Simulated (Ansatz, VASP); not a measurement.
# One calculation of BeTe6Br, two programs

```
Be Te Br
1.0
     0.00000    4.73253    4.73253
     4.73253    0.00000    4.73253
     4.73253    4.73253    0.00000
Be Te Br
1 6 1
Direct
  0.50000 0.50000 0.50000
  0.50000 0.00000 0.00000
  0.00000 0.50000 0.50000
  0.00000 0.50000 0.00000
  0.50000 0.00000 0.50000
  0.00000 0.00000 0.50000
  0.50000 0.50000 0.00000
  0.00000 0.00000 0.00000
```

Alike in both runs: task relaxation of cell and atoms; functional PBE; k mesh 8 × 8 × 8; occupations gaussian, width 0.1 eV; no spin polarisation.

|  | VASP | Ansatz |
| --- | --- | --- |
| version | VASP 6.6.1 | Ansatz 0.2.0 |
| potentials or method | VASP PAW PBE potentials, release 64 (Be, Te, Br), cutoff 600 eV | scalar-relativistic, plane waves, PAW |
| valence electrons in the cell | 45 | 105 |

Ansatz gave:

| Item | Value |
| --- | --- |
| gap on the k mesh at the Fermi level, each at its own relaxed structure (eV) | none |
| relaxed volume (Å³/atom) | 26.57 |
| relaxed length of the cell vector where the two differ most in proportion (Å) | 6.698 |

Task: Estimate VASP's values.

Result: gap on the k mesh at the Fermi level, each at its own relaxed structure (eV): none; relaxed volume (Å³/atom): 26.50; relaxed length of the cell vector where the two differ most in proportion (Å): 6.693.

A gap of «none» marks a metal or a gap that the smearing closes. VASP's potentials hold 45 valence electrons a cell and Ansatz's 105, so a difference there can come from the potentials and not from the codes.

Spin-orbit coupling is off throughout. Noted on VASP's run: the relaxation stopped at its first step, so nothing moved.
